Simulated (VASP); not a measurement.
# SnSe2 (P-3m1) in VASP: notebook

Runs on SnSe2. Level: PBE. Tasks: single point.

Everything below comes from runs of VASP 6.6.1. Logs are shortened: lines on timing, memory, paths and dates and some standing lists are left out, and cuts for length are marked.

### 1 The cell of the first run

Symmetry: P-3m1, No. 164, trigonal system. Conventional cell: a = 3.779 Å, b = 3.779 Å, c = 6.084 Å, α = 90.00°, β = 90.00°, γ = 120.00°. Sn (site symmetry -3m) has 6 Se at 2.66 Å within 3.5 Å. Within 3.5 Å of Se (site symmetry 3m) lie 3 Sn at 2.66 Å.

### 2 Single point, PBE

INCAR

```
PREC = Accurate ; ENCUT = 520
EDIFF = 1E-6 ; ISMEAR = 0
SIGMA = 0.01 ; LREAL = False
LASPH = True ; NELM = 80
ALGO = Normal ; ISIF = 2
LWAVE = False ; LCHARG = False
GGA = PE ; NBANDS = 20
```

KPOINTS

```
regular mesh
0
Gamma
  6 6 3
```

POSCAR

```
SnSe2
1.0
    3.7789732757      0.0000000000      0.0000000000
   -1.8894866379      3.2726870416      0.0000000000
    0.0000000000      0.0000000000      6.0844345369
Sn Se
1 2
Direct
    0.0000000000      0.0000000000      0.0000000000
    0.3333333333      0.6666666667      0.2490000000
    0.6666666667      0.3333333333      0.7510000000
```

Potentials or basis: VASP PAW PBE potentials, release 64 (Sn_d, Se).

Command:

```
> cat potpaw_PBE.64/Sn_d/POTCAR potpaw_PBE.64/Se/POTCAR > POTCAR
> mpirun -np 1 vasp_std > vasp.out
```

OUTCAR:

```text
PREC = Accurate
   ENCUT = 520
   EDIFF = 1E-6
   ISMEAR = 0
   LREAL = False
   LASPH = True
   NELM = 80
   ISIF = 2
   GGA = PE

 ion  position               nearest neighbor table
   1  0.000  0.000  0.000-   2 2.66   3 2.66   3 2.66   2 2.66   3 2.66   2 2.66
   2  0.333  0.667  0.249-   1 2.66   1 2.66   1 2.66
   3  0.667  0.333  0.751-   1 2.66   1 2.66   1 2.66

  LATTYP: Found a hexagonal cell.
 ALAT       =     3.7789732757
 C/A-ratio  =     1.6100760955

  Lattice vectors:

 A1 = (   3.7789732757,   0.0000000000,   0.0000000000)
 A2 = (  -1.8894866379,   3.2726870416,   0.0000000000)
 A3 = (   0.0000000000,   0.0000000000,   6.0844345369)

Analysis of symmetry for initial positions (statically):
=====================================================================
 Subroutine PRICEL returns:
 Original cell was already a primitive cell.

 Routine SETGRP: Setting up the symmetry group for a
 hexagonal supercell.

 Subroutine GETGRP returns: Found 12 space group operations
 (whereof 12 operations were pure point group operations)
 out of a pool of 24 trial point group operations.

The static configuration has the point symmetry D_3d.

Analysis of symmetry for dynamics (positions and initial velocities):
=====================================================================
 Subroutine PRICEL returns:
 Original cell was already a primitive cell.

 Routine SETGRP: Setting up the symmetry group for a
 hexagonal supercell.

 Subroutine GETGRP returns: Found 12 space group operations
 (whereof 12 operations were pure point group operations)
 out of a pool of 24 trial point group operations.

The dynamic configuration has the point symmetry D_3d.

 Subroutine INISYM returns: Found 12 space group operations
 (whereof 12 operations are pure point group operations),
 and found     1 'primitive' translations

----------------------------------------------------------------------------------------

                                     Primitive cell

  volume of cell :      75.2486

  direct lattice vectors                    reciprocal lattice vectors
     3.778973276  0.000000000  0.000000000     0.264622141  0.152779656  0.000000000
    -1.889486638  3.272687042  0.000000000     0.000000000  0.305559312  0.000000000
     0.000000000  0.000000000  6.084434537     0.000000000  0.000000000  0.164353810

  length of vectors
     3.778973276  3.778973436  6.084434537     0.305559325  0.305559312  0.164353810

  position of ions in fractional coordinates (direct lattice)
     0.000000000  0.000000000  0.000000000
     0.333333333  0.666666667  0.249000000
     0.666666667  0.333333333  0.751000000

  ion indices of the primitive-cell ions
   primitive index   ion index
                 1           1
                 2           2
                 3           3

----------------------------------------------------------------------------------------

 KPOINTS: regular mesh

Automatic generation of k-mesh.
 Grid dimensions read from file:
 generate k-points for:    6    6    3

 Generating k-lattice:

  Cartesian coordinates                     Fractional coordinates (reciprocal lattice)
     0.044103690  0.025463276  0.000000000     0.166666667  0.000000000  0.000000000
     0.000000000  0.050926552  0.000000000     0.000000000  0.166666667  0.000000000
     0.000000000  0.000000000  0.054784603     0.000000000  0.000000000  0.333333333

  Length of vectors
     0.050926554  0.050926552  0.054784603

  Shift w.r.t. Gamma in fractional coordinates (k-lattice)
     0.000000000  0.000000000  0.000000000

 Subroutine IBZKPT returns following result:
 ===========================================

 Found     17 irreducible k-points:

 Following reciprocal coordinates:
            Coordinates               Weight
  0.000000  0.000000  0.000000      1.000000
  0.166667  0.000000  0.000000      6.000000
  0.333333  0.000000  0.000000      6.000000
  0.500000  0.000000  0.000000      3.000000
  0.166667  0.166667  0.000000      6.000000
  0.333333  0.166667  0.000000     12.000000
[... 9 lines left out ...]
 -0.166667  0.500000  0.333333     12.000000
  0.333333  0.333333  0.333333      4.000000
   k-points           NKPTS =     17   k-points in BZ     NKDIM =     17   number of bands    NBANDS=     20
   number of dos      NEDOS =    301   number of ions     NIONS =      3
   total plane-waves  NPLWV =  37632
   dimension x,y,z NGX =    28 NGY =   28 NGZ =   48
   dimension x,y,z NGXF=    56 NGYF=   56 NGZF=   96
   ions per type =               1   2
   NGX,Y,Z   is equivalent  to a cutoff of  12.32, 12.32, 13.12 a.u.
   NGXF,Y,Z  is equivalent  to a cutoff of  24.64, 24.64, 26.23 a.u.
 SYSTEM =  unknown system
   PREC   = accura    normal or accurate (medium, high low for compatibility)
   ISTART =      0    job   : 0-new  1-cont  2-samecut
   ICHARG =      2    charge: 1-file 2-atom 10-const
   ISPIN  =      1    spin polarized calculation?
   LNONCOLLINEAR =      F non collinear calculations
   LSORBIT =      F    spin-orbit coupling
   LASPH  =      T    aspherical Exc in radial PAW
   ENCUT  =  520.0 eV  38.22 Ry    6.18 a.u.   7.03  7.03 11.31*2*pi/ulx,y,z
   NELM   =     80;   NELMIN=  2; NELMDL= -5     # of ELM steps
   EDIFF  = 0.1E-05   stopping-criterion for ELM
   LREAL  =      F    real-space projection
   EDIFFG = 0.1E-04   stopping-criterion for IOM
   NSW    =      0    number of steps for IOM
   IBRION =     -1    ionic relax: 0-MD 1-quasi-New 2-CG
   NFREE  =      0    steps in history (QN), initial steepest desc. (CG)
   ISIF   =      2    stress and relaxation
   ISYM   =      2    0-nonsym 1-usesym 2-fastsym
   POTIM  = 0.5000    time-step for ionic-motion
   TEBEG  =    0.0;   TEEND  =   0.0 temperature during run
   PSTRESS=    0.0 pullay stress
   NELECT =      26.0000    total number of electrons
   NUPDOWN=      -1.0000    fix difference up-down
   EMIN   =  10.00;   EMAX   =-10.00  energy-range for DOS
   EFERMI =   0.00;   METHOD = LEGACY
   ISMEAR =     0;   SIGMA  =   0.01  broadening in eV -4-tet -1-fermi 0-gaus
   EFERMI_NEDOS =   21; number of points for ismear=-14 and -15
   IALGO  =     38    algorithm
   IMIX   =      4    mixing-type and parameters
     AMIX     =   0.40;   BMIX     =  1.00
     AMIX_MAG =   1.60;   BMIX_MAG =  1.00
  volume/ion in A,a.u.               =      25.08       169.27
  Fermi-wavevector in a.u.,A,eV,Ry     =   1.148770  2.170861 17.955236  1.319673
  Thomas-Fermi vector in A             =   2.285443
   LORBIT       =      0    0 simple, 1 ext, 2 COOP (PROOUT), +10 PAW based schemes
   GGA     = PE    functional components
   LHFCALC =     F    Hartree Fock is set to
   AEXX    =    0.0000 exact exchange contribution
   IVDW    =     0    specifies the selected vdW correction
   LEPSILON=     F    determine dielectric tensor
   LRPA    =     F    only Hartree local field effects (RPA)
 non-spin polarized calculation
 Gauss-broadening in eV      SIGMA  =   0.01
  energy-cutoff  :      520.00
  volume of cell :       75.25
 maximum number of plane-waves:      2037
   NGX = 15   NGY = 15   NGZ = 23

 number of electron      26.0000002 magnetization

 Free energy of the ion-electron system (eV)
  ---------------------------------------------------
  ext. energy  EPLUGINS =         0.00000000
  ---------------------------------------------------
  free energy    TOTEN  =       -11.64938030 eV

  energy without entropy =      -11.64938030  energy(sigma->0) =      -11.64938030

 E-fermi :   4.5868     XC(G=0):  -9.5669

 val. band max:        4.4583324331   @ k =   0.0000   0.0000   0.0000
 cond. band min:       5.2457329326   @ k =   0.5000   0.0000   0.3333
 fundamental gap:      0.7874004994
 Fermi energy:         4.5867545324

 k-point     1 :       0.0000    0.0000    0.0000
  band No.  band energies     occupation
      1     -16.8580      2.00000
      2     -16.8580      2.00000
      3     -16.8146      2.00000
      4     -16.7976      2.00000
      5     -16.7976      2.00000
      6      -9.7416      2.00000
[... 12 lines left out ...]
     19      13.4140      0.00000
     20      13.4140      0.00000

 k-point     2 :       0.1667    0.0000    0.0000
  band No.  band energies     occupation
      1     -16.8738      2.00000
      2     -16.8487      2.00000
      3     -16.8082      2.00000
      4     -16.8013      2.00000
      5     -16.7946      2.00000
      6      -9.4546      2.00000
[... 12 lines left out ...]
     19      12.7268      0.00000
     20      13.6696      0.00000

 k-point     3 :       0.3333    0.0000    0.0000
  band No.  band energies     occupation
      1     -16.9087      2.00000
      2     -16.8383      2.00000
      3     -16.8177      2.00000
      4     -16.7831      2.00000
      5     -16.7804      2.00000
      6      -8.6797      2.00000
[... 12 lines left out ...]
     19      13.4551      0.00000
     20      14.3135      0.00000

 k-point     4 :       0.5000    0.0000    0.0000
  band No.  band energies     occupation
      1     -16.9268      2.00000
      2     -16.8367      2.00000
      3     -16.8230      2.00000
      4     -16.7729      2.00000
      5     -16.7696      2.00000
      6      -7.9901      2.00000
[... 12 lines left out ...]
     19      14.5857      0.00000
     20      15.1568      0.00000

 k-point     5 :       0.1667    0.1667    0.0000
  band No.  band energies     occupation
      1     -16.8923      2.00000
      2     -16.8472      2.00000
      3     -16.8085      2.00000
      4     -16.7994      2.00000
      5     -16.7808      2.00000
      6      -8.9171      2.00000
[... 12 lines left out ...]
     19      11.4355      0.00000
     20      14.7518      0.00000
[... 192 lines left out ...]
      6      -8.8033      2.00000
[... 12 lines left out ...]
     19      12.3981      0.00000
     20      13.3200      0.00000

 k-point    15 :       0.3333    0.1667    0.3333
  band No.  band energies     occupation
      1     -16.9099      2.00000
      2     -16.8509      2.00000
      3     -16.8130      2.00000
      4     -16.7843      2.00000
      5     -16.7718      2.00000
      6      -7.9930      2.00000
[... 12 lines left out ...]
     19      13.6167      0.00000
     20      14.1706      0.00000

 k-point    16 :      -0.1667    0.5000    0.3333
  band No.  band energies     occupation
      1     -16.9099      2.00000
      2     -16.8509      2.00000
      3     -16.8130      2.00000
      4     -16.7843      2.00000
      5     -16.7718      2.00000
      6      -7.9941      2.00000
[... 12 lines left out ...]
     19      12.8209      0.00000
     20      14.3427      0.00000

 k-point    17 :       0.3333    0.3333    0.3333
  band No.  band energies     occupation
      1     -16.8830      2.00000
      2     -16.8830      2.00000
      3     -16.7938      2.00000
      4     -16.7938      2.00000
      5     -16.7773      2.00000
      6      -7.4742      2.00000
[... 12 lines left out ...]
     19      13.4361      0.00000
     20      13.4361      0.00000

------------------------ aborting loop because EDIFF is reached ----------------------------------------

  FORCE on cell =-STRESS in cart. coord.  units (eV):
  Direction    XX          YY          ZZ          XY          YZ          ZX
  --------------------------------------------------------------------------------------
  -------------------------------------------------------------------------------------
  Total        3.4880546      3.4880550      4.1389145     -0.0000000      0.0000000      0.0000000
  in kB       74.2669070     74.2669154     88.1248765     -0.0000000      0.0000000      0.0000000
  external PRESSURE =      78.8862329 kB  Pullay stress =       0.0000000 kB

 VOLUME and BASIS-vectors are now :
 -----------------------------------------------------------------------------
  energy-cutoff  :      520.00
  volume of cell :       75.25
      direct lattice vectors                 reciprocal lattice vectors
     3.778973276  0.000000000  0.000000000     0.264622141  0.152779656  0.000000000
    -1.889486638  3.272687042  0.000000000     0.000000000  0.305559312  0.000000000
     0.000000000  0.000000000  6.084434537     0.000000000  0.000000000  0.164353810

 POSITION                                       TOTAL-FORCE (eV/Angst)
 -----------------------------------------------------------------------------------
      0.00000      0.00000      0.00000         0.000000      0.000000      0.000000
     -0.00000      2.18179      1.51502        -0.000000      0.000000      1.040450
      1.88949      1.09090      4.56941         0.000000     -0.000000     -1.040450
 -----------------------------------------------------------------------------------
    total drift:                                0.000000      0.000000      0.000000

  FREE ENERGIE OF THE ION-ELECTRON SYSTEM (eV)
  ---------------------------------------------------
  free  energy   TOTEN  =       -11.6493802977 eV

  energy  without entropy=      -11.6493802977  energy(sigma->0) =      -11.64938030
```

Run time: 51 s. Hardware: 1 thread of AMD EPYC 7R13, shared host; peak memory 0.16 GiB.

Results:

```yaml
Free_energy: -11.6494 eV
Pressure: 7.9 GPa
Largest_force: 1.040 eV/Å
Band_gap_on_the_k_mesh: 0.79 eV, indirect (least direct gap 1.21 eV)
```

Forces in eV/Å, atoms in the order of the input:
```
Sn   0.000  0.000  0.000
Se   0.000  0.000  1.040
Se   0.000  0.000 -1.040
```

Stress tensor (GPa, compression positive):
```
7.43 0.00 0.00
0.00 7.43 0.00
0.00 0.00 8.81
```

Levels at points of the mesh, in eV from the valence-band top:
```tsv
k point	band 11	band 12	band 13	band 14	band 15	band 16
(0.00, 0.00, 0.00)	-0.41	-0.41	0.00	1.21	2.95	4.68
(0.50, 0.00, 0.00)	-2.79	-1.26	-0.32	1.18	3.81	5.42
```

Caveat: spin-orbit coupling is left out, which moves the levels of the heavy elements; this functional lacks dispersion, which binds the layers, so the pressure and a relaxed spacing across them are unreliable; forces of over 1 eV/Å act on the atoms, so gaps and moduli don't describe the material at rest.

### 3 Single point, PBE

This run uses another cell than the first one, of 25.73 Å³/atom, 1.026 times its volume.

INCAR

```
PREC = Accurate
ENCUT = 520
EDIFF = 1E-6
ISMEAR = 0
SIGMA = 0.01
LREAL = False
LASPH = True
NELM = 100
ALGO = Normal
ISIF = 2
LWAVE = False
LCHARG = False
GGA = PE
NBANDS = 20
```

KPOINTS is that of step 2.

POSCAR

```
SnSe2
1.0
    3.8110000000      0.0000000000      0.0000000000
   -1.9055000000      3.3004230000      0.0000000000
    0.0000000000      0.0000000000      6.1360000000
Sn Se
1 2
Direct
    0.0000000000      0.0000000000      0.0000000000
    0.3333333333      0.6666666667      0.2490000000
    0.6666666667      0.3333333333      0.7510000000
```

Potentials or basis: VASP PAW PBE potentials, release 64 (Sn_d, Se).

Command:

```
> cat potpaw_PBE.64/Sn_d/POTCAR potpaw_PBE.64/Se/POTCAR > POTCAR
> mpirun -np 1 vasp_std > vasp.out
```

Run time: 48 s. Hardware: 1 thread of AMD EPYC 7R13, shared host; peak memory 0.16 GiB.

Results (log left out):

```yaml
Free_energy: -11.7311 eV
Pressure: 5.7 GPa
Largest_force: 0.774 eV/Å
Band_gap_on_the_k_mesh: 0.77 eV, indirect (least direct gap 1.09 eV)
```

Forces on the atoms (eV/Å):
```
Sn   0.000  0.000  0.000
Se   0.000  0.000  0.774
Se   0.000  0.000 -0.774
```

Stress tensor (GPa, compression positive):
```
5.19 0.00 0.00
0.00 5.19 0.00
0.00 0.00 6.66
```

Levels at points of the mesh, in eV from the valence-band top:
| k point | band 9 | band 10 | band 11 | band 12 | band 13 | band 14 | band 15 | band 16 | band 17 | band 18 |
| --- | --- | --- | --- | --- | --- | --- | --- | --- | --- | --- |
| (0.00, 0.00, 0.00) | -0.70 | -0.70 | -0.39 | -0.39 | 0.00 | 1.09 | 2.94 | 4.64 | 4.64 | 8.13 |
| (0.50, 0.00, 0.00) | -4.48 | -2.90 | -2.68 | -1.19 | -0.30 | 1.15 | 3.80 | 5.45 | 5.49 | 7.28 |

Caveat: spin-orbit coupling is left out, which moves the levels of the heavy elements; this functional lacks dispersion, which binds the layers, so the pressure and a relaxed spacing across them are unreliable.

[end of part 1 of 2]
